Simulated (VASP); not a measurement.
# Al in VASP: single point with PBE

Aim: the single point of Al with PBE.

Everything below comes from runs of VASP 6.6.1. Logs are shortened: lines on timing, memory, paths and dates and some standing lists are left out, and cuts for length are marked.

### 1 The cell of the first run

The cell holds a slab with vacuum, 28 atoms: a = 8.591 Å, b = 8.591 Å, c = 17.050 Å, α = 90.00°, β = 90.00°, γ = 90.00°.

### 2 Single point, PBE

File INCAR:

```
ALGO     = Normal         # electronic algorithm
EDIFF    = 1E-6           # SCF threshold, eV
ENCUT    = 520            # plane-wave cutoff, eV
GGA      = PE             # functional
ISIF     = 2              # what is computed and relaxed
ISMEAR   = 0              # smearing method
LASPH    = T              # aspherical terms in the spheres
LCHARG   = F              # write CHGCAR
LREAL    = Auto         
LWAVE    = F              # write WAVECAR
NBANDS   = 62             # bands
NELM     = 80             # most SCF steps
PREC     = Accurate       # precision mode
SIGMA    = 0.1            # smearing width, eV
```

File KPOINTS:

```
k-points
0
Gamma
  2 2 1
```

File POSCAR:

```
Al
1.0
    8.5913470000      0.0000000000      0.0000000000
    0.0000000000      8.5913470000      0.0000000000
    0.0000000000      0.0000000000     17.0500000000
Al
28
Direct
    0.0000000000      0.0000000000      0.0586510264
    0.3333332945      0.0000000000      0.0586510264
    0.6666667055      0.0000000000      0.0586510264
    0.0000000000      0.3333332945      0.0586510264
    0.3333332945      0.3333332945      0.0586510264
    0.6666667055      0.3333332945      0.0586510264
    0.0000000000      0.6666667055      0.0586510264
    0.3333332945      0.6666667055      0.0586510264
    0.6666667055      0.6666667055      0.0586510264
    0.1680936645      0.1667282208      0.1807872727
    0.5000082059      0.1667433524      0.1827444575
    0.8319156472      0.1667241470      0.1807669208
    0.1685138547      0.5009545069      0.1793396481
    0.4999976139      0.4988947600      0.1810446334
    0.8314908012      0.5009568348      0.1793363636
    0.1685081513      0.8324467630      0.1793234604
    0.4999971483      0.8345211758      0.1809917889
    0.8314962718      0.8324432711      0.1793231085
   -0.0000324745     -0.0146722045      0.2973887390
    0.3304046502     -0.0004306659      0.3043648680
    0.6695439027     -0.0004426547      0.3043448094
   -0.0000302630      0.3479656915      0.2973326100
    0.3302111997      0.3338330997      0.3045191789
    0.6697432894      0.3338422950      0.3044977713
    0.0000644835      0.6666615840      0.3003484457
    0.3332231837      0.6667039522      0.3022517302
    0.6668301257      0.6667046506      0.3022434604
    1.0000253744      0.1669455325      0.4256620528
```

Potentials or basis: VASP PAW PBE potentials, release 64 (Al).

Started as:

```sh
cat potpaw_PBE.64/Al/POTCAR > POTCAR
mpirun -np 1 vasp_std > vasp.out
```

OUTCAR:

```text
EDIFF = 1E-6
   ENCUT = 520
   GGA = PE
   ISIF = 2
   ISMEAR = 0
   LASPH = T
   LREAL = Auto
   NELM = 80
   PREC = Accurate

 ion  position               nearest neighbor table
   1  0.000  0.000  0.059-   2 2.86   3 2.86   4 2.86   7 2.86  18 2.90  16 2.90  12 2.91  10 2.91

   2  0.333  0.000  0.059-   1 2.86   5 2.86   8 2.86   3 2.86  16 2.88  10 2.90  17 2.90  11 2.93

   3  0.667  0.000  0.059-   1 2.86   6 2.86   9 2.86   2 2.86  18 2.88  12 2.90  17 2.90  11 2.93

   4  0.000  0.333  0.059-   1 2.86   5 2.86   6 2.86   7 2.86  15 2.90  13 2.90  12 2.91  10 2.91

   5  0.333  0.333  0.059-   2 2.86   4 2.86   6 2.86   8 2.86  13 2.88  10 2.90  14 2.90  11 2.93

   6  0.667  0.333  0.059-   3 2.86   4 2.86   5 2.86   9 2.86  15 2.88  12 2.90  14 2.90  11 2.93
[... 37 lines left out ...]
  25  0.000  0.667  0.300-  19 2.74  22 2.74  26 2.86  27 2.86  13 2.89  16 2.89  15 2.90  18 2.90

  26  0.333  0.667  0.302-  20 2.86  23 2.86  25 2.86  27 2.87  14 2.90  17 2.90  13 2.90  16 2.90

  27  0.667  0.667  0.302-  21 2.86  24 2.86  25 2.86  26 2.87  14 2.90  17 2.90  15 2.90  18 2.90

  28  0.000  0.167  0.426-  22 2.68  19 2.69

  LATTYP: Found a simple tetragonal cell.
 ALAT       =     8.5913470000
 C/A-ratio  =     1.9845549249

  Lattice vectors:

 A1 = (   8.5913470000,   0.0000000000,   0.0000000000)
 A2 = (   0.0000000000,   8.5913470000,   0.0000000000)
 A3 = (   0.0000000000,   0.0000000000,  17.0500000000)

Analysis of symmetry for initial positions (statically):
=====================================================================
 Subroutine PRICEL returns:
 Original cell was already a primitive cell.

 Routine SETGRP: Setting up the symmetry group for a
 simple tetragonal supercell.

 Subroutine GETGRP returns: Found  1 space group operations
 (whereof  1 operations were pure point group operations)
 out of a pool of 16 trial point group operations.

The static configuration has the point symmetry C_1 .

Analysis of symmetry for dynamics (positions and initial velocities):
=====================================================================
 Subroutine PRICEL returns:
 Original cell was already a primitive cell.

 Routine SETGRP: Setting up the symmetry group for a
 simple tetragonal supercell.

 Subroutine GETGRP returns: Found  1 space group operations
 (whereof  1 operations were pure point group operations)
 out of a pool of 16 trial point group operations.

The dynamic configuration has the point symmetry C_1 .

 Subroutine INISYM returns: Found  1 space group operations
 (whereof  1 operations are pure point group operations),
 and found     1 'primitive' translations

----------------------------------------------------------------------------------------

                                     Primitive cell

  volume of cell :    1258.4817

  direct lattice vectors                    reciprocal lattice vectors
     8.591347000  0.000000000  0.000000000     0.116396183  0.000000000  0.000000000
     0.000000000  8.591347000  0.000000000     0.000000000  0.116396183  0.000000000
     0.000000000  0.000000000 17.050000000     0.000000000  0.000000000  0.058651026

  length of vectors
     8.591347000  8.591347000 17.050000000     0.116396183  0.116396183  0.058651026

  position of ions in fractional coordinates (direct lattice)
     0.000000000  0.000000000  0.058651026
     0.333333295  0.000000000  0.058651026
     0.666666705  0.000000000  0.058651026
     0.000000000  0.333333295  0.058651026
     0.333333295  0.333333295  0.058651026
     0.666666705  0.333333295  0.058651026
[... 20 lines left out ...]
     0.666830126  0.666704651  0.302243460
     0.000025374  0.166945533  0.425662053

  ion indices of the primitive-cell ions
   primitive index   ion index
                 1           1
                 2           2
                 3           3
                 4           4
                 5           5
                 6           6
[... 20 lines left out ...]
                27          27
                28          28

----------------------------------------------------------------------------------------

 KPOINTS: k-points

Automatic generation of k-mesh.
 Grid dimensions read from file:
 generate k-points for:    2    2    1

 Generating k-lattice:

  Cartesian coordinates                     Fractional coordinates (reciprocal lattice)
     0.058198092  0.000000000  0.000000000     0.500000000  0.000000000  0.000000000
     0.000000000  0.058198092  0.000000000     0.000000000  0.500000000  0.000000000
     0.000000000  0.000000000  0.058651026     0.000000000  0.000000000  1.000000000

  Length of vectors
     0.058198092  0.058198092  0.058651026

  Shift w.r.t. Gamma in fractional coordinates (k-lattice)
     0.000000000  0.000000000  0.000000000

 Subroutine IBZKPT returns following result:
 ===========================================

 Found      4 irreducible k-points:

 Following reciprocal coordinates:
            Coordinates               Weight
  0.000000  0.000000  0.000000      1.000000
  0.500000  0.000000  0.000000      1.000000
  0.000000  0.500000  0.000000      1.000000
  0.500000  0.500000  0.000000      1.000000
   k-points           NKPTS =      4   k-points in BZ     NKDIM =      4   number of bands    NBANDS=     62
   number of dos      NEDOS =    301   number of ions     NIONS =     28
   total plane-waves  NPLWV = 524288
   dimension x,y,z NGX =    64 NGY =   64 NGZ =  128
   dimension x,y,z NGXF=   128 NGYF=  128 NGZF=  256
   ions per type =              28
   NGX,Y,Z   is equivalent  to a cutoff of  12.38, 12.38, 12.48 a.u.
   NGXF,Y,Z  is equivalent  to a cutoff of  24.77, 24.77, 24.96 a.u.
 SYSTEM =  unknown system
   PREC   = accura    normal or accurate (medium, high low for compatibility)
   ISTART =      0    job   : 0-new  1-cont  2-samecut
   ICHARG =      2    charge: 1-file 2-atom 10-const
   ISPIN  =      1    spin polarized calculation?
   LNONCOLLINEAR =      F non collinear calculations
   LSORBIT =      F    spin-orbit coupling
   LASPH  =      T    aspherical Exc in radial PAW
   ENCUT  =  520.0 eV  38.22 Ry    6.18 a.u.  15.97 15.97 31.70*2*pi/ulx,y,z
   NELM   =     80;   NELMIN=  2; NELMDL= -5     # of ELM steps
   EDIFF  = 0.1E-05   stopping-criterion for ELM
   LREAL  =      T    real-space projection
   EDIFFG = 0.1E-04   stopping-criterion for IOM
   NSW    =      0    number of steps for IOM
   IBRION =     -1    ionic relax: 0-MD 1-quasi-New 2-CG
   NFREE  =      0    steps in history (QN), initial steepest desc. (CG)
   ISIF   =      2    stress and relaxation
   ISYM   =      2    0-nonsym 1-usesym 2-fastsym
   POTIM  = 0.5000    time-step for ionic-motion
   TEBEG  =    0.0;   TEEND  =   0.0 temperature during run
   PSTRESS=    0.0 pullay stress
   NELECT =      84.0000    total number of electrons
   NUPDOWN=      -1.0000    fix difference up-down
   EMIN   =  10.00;   EMAX   =-10.00  energy-range for DOS
   EFERMI =   0.00;   METHOD = LEGACY
   ISMEAR =     0;   SIGMA  =   0.10  broadening in eV -4-tet -1-fermi 0-gaus
   EFERMI_NEDOS =   21; number of points for ismear=-14 and -15
   IALGO  =     38    algorithm
   IMIX   =      4    mixing-type and parameters
     AMIX     =   0.40;   BMIX     =  1.00
     AMIX_MAG =   1.60;   BMIX_MAG =  1.00
  volume/ion in A,a.u.               =      44.95       303.31
  Fermi-wavevector in a.u.,A,eV,Ry     =   0.664078  1.254925  6.000160  0.440999
  Thomas-Fermi vector in A             =   1.737654
   LORBIT       =      0    0 simple, 1 ext, 2 COOP (PROOUT), +10 PAW based schemes
   GGA     = PE    functional components
   LHFCALC =     F    Hartree Fock is set to
   AEXX    =    0.0000 exact exchange contribution
   IVDW    =     0    specifies the selected vdW correction
   LEPSILON=     F    determine dielectric tensor
   LRPA    =     F    only Hartree local field effects (RPA)
 non-spin polarized calculation
 Gauss-broadening in eV      SIGMA  =   0.10
  energy-cutoff  :      520.00
  volume of cell :     1258.48
 maximum number of plane-waves:     33871
 NGX is ok and might be reduce to    64
   NGX = 31   NGY = 31   NGZ = 63

 number of electron      84.0000000 magnetization

 Free energy of the ion-electron system (eV)
  ---------------------------------------------------
  ext. energy  EPLUGINS =         0.00000000
  ---------------------------------------------------
  free energy    TOTEN  =       -94.55378219 eV

  energy without entropy =      -94.42338759  energy(sigma->0) =      -94.48858489

 E-fermi :   0.2931     XC(G=0):  -5.0148

 val. band max:        0.2867431030   @ k =   0.5000   0.0000   0.0000
 cond. band min:       0.3198605127   @ k =   0.5000   0.0000   0.0000
 fundamental gap:      0.0331174097
 Fermi energy:         0.2931261255

 k-point     1 :       0.0000    0.0000    0.0000
  band No.  band energies     occupation
      1      -9.8941      2.00000
      2      -7.9281      2.00000
      3      -7.9261      2.00000
      4      -7.9140      2.00000
      5      -7.8966      2.00000
      6      -7.7777      2.00000
[... 46 lines left out ...]
     53       1.1392      0.00000
     54       1.4621      0.00000

 k-point     2 :       0.5000    0.0000    0.0000
  band No.  band energies     occupation
      1      -9.4312      2.00000
      2      -9.3589      2.00000
      3      -7.4858      2.00000
      4      -7.4415      2.00000
      5      -7.3832      2.00000
      6      -7.3807      2.00000
[... 46 lines left out ...]
     53       2.0165      0.00000
     54       2.0769      0.00000

 k-point     3 :       0.0000    0.5000    0.0000
  band No.  band energies     occupation
      1      -9.4132      2.00000
      2      -9.3781      2.00000
      3      -7.4421      2.00000
      4      -7.4393      2.00000
      5      -7.4341      2.00000
      6      -7.4048      2.00000
[... 46 lines left out ...]
     53       2.0239      0.00000
     54       2.0499      0.00000

 k-point     4 :       0.5000    0.5000    0.0000
  band No.  band energies     occupation
      1      -8.9523      2.00000
      2      -8.9169      2.00000
      3      -8.8787      2.00000
      4      -8.8449      2.00000
      5      -6.9463      2.00000
      6      -6.8401      2.00000
[... 46 lines left out ...]
     53       1.9408      0.00000
     54       1.9430      0.00000
 [bands above 54 left out]

------------------------ aborting loop because EDIFF is reached ----------------------------------------

  FORCE on cell =-STRESS in cart. coord.  units (eV):
  Direction    XX          YY          ZZ          XY          YZ          ZX
  --------------------------------------------------------------------------------------
  -------------------------------------------------------------------------------------
  Total      -11.5414218    -18.3729480     -0.0895631      0.0004396     -0.0042601      0.0026213
  in kB      -14.6934234    -23.3906626     -0.1140231      0.0005596     -0.0054236      0.0033372
  external PRESSURE =     -12.7327030 kB  Pullay stress =       0.0000000 kB

 VOLUME and BASIS-vectors are now :
 -----------------------------------------------------------------------------
  energy-cutoff  :      520.00
  volume of cell :     1258.48
      direct lattice vectors                 reciprocal lattice vectors
     8.591347000  0.000000000  0.000000000     0.116396183  0.000000000  0.000000000
     0.000000000  8.591347000  0.000000000     0.000000000  0.116396183  0.000000000
     0.000000000  0.000000000 17.050000000     0.000000000  0.000000000  0.058651026

 POSITION                                       TOTAL-FORCE (eV/Angst)
 -----------------------------------------------------------------------------------
      0.00000      0.00000      1.00000         0.000052     -0.011253     -0.025300
      2.86378      0.00000      1.00000        -0.005594      0.026471     -0.037465
      5.72757      0.00000      1.00000         0.005629      0.026302     -0.037314
      0.00000      2.86378      1.00000         0.000062      0.012184     -0.024059
      2.86378      2.86378      1.00000        -0.010310     -0.029778     -0.040414
      5.72757      2.86378      1.00000         0.010333     -0.029651     -0.040271
[... 20 lines left out ...]
      5.72897      5.72789      5.15325         0.009877      0.002850      0.000639
      0.00022      1.43429      7.25754         0.000674     -0.002814      0.002406
 -----------------------------------------------------------------------------------
    total drift:                                0.000322      0.005292      0.007842

  FREE ENERGIE OF THE ION-ELECTRON SYSTEM (eV)
  ---------------------------------------------------
  free  energy   TOTEN  =       -94.5537821862 eV

  energy  without entropy=      -94.4233875942  energy(sigma->0) =      -94.48858489
```

Run time: 15 min. Hardware: 1 thread of AMD EPYC 7R43 (Zen 3), shared host; peak memory 1 GiB.

Results:

| Quantity | Value |
| --- | --- |
| Free energy | -94.5538 eV |
| Largest force | 0.096 eV/Å |
| Band gap on the k mesh | zero (bands 42 and 43 overlap by 0.10 eV) |

Forces on the atoms (eV/Å):
```
Al   0.000 -0.011 -0.025
Al  -0.006  0.026 -0.037
Al   0.006  0.026 -0.037
Al   0.000  0.012 -0.024
Al  -0.010 -0.030 -0.040
Al   0.010 -0.030 -0.040
Al   0.000 -0.001  0.096
Al  -0.067  0.003  0.063
Al   0.067  0.003  0.064
Al   0.003  0.001 -0.006
Al  -0.001  0.000 -0.001
Al  -0.004  0.001 -0.005
Al  -0.004  0.002 -0.003
Al   0.000 -0.004  0.006
Al   0.004  0.002 -0.003
Al   0.003 -0.002  0.001
Al   0.000 -0.001  0.000
Al  -0.003 -0.002  0.001
Al   0.000  0.001 -0.001
Al   0.007 -0.003  0.000
Al  -0.006 -0.003  0.000
Al   0.000  0.005 -0.005
Al   0.004  0.000  0.000
Al  -0.004  0.000  0.000
Al  -0.001  0.000 -0.004
Al  -0.008  0.003  0.001
Al   0.010  0.003  0.001
Al   0.001 -0.003  0.002
```

Caveat: the k points lie up to 0.37 Å⁻¹ apart.
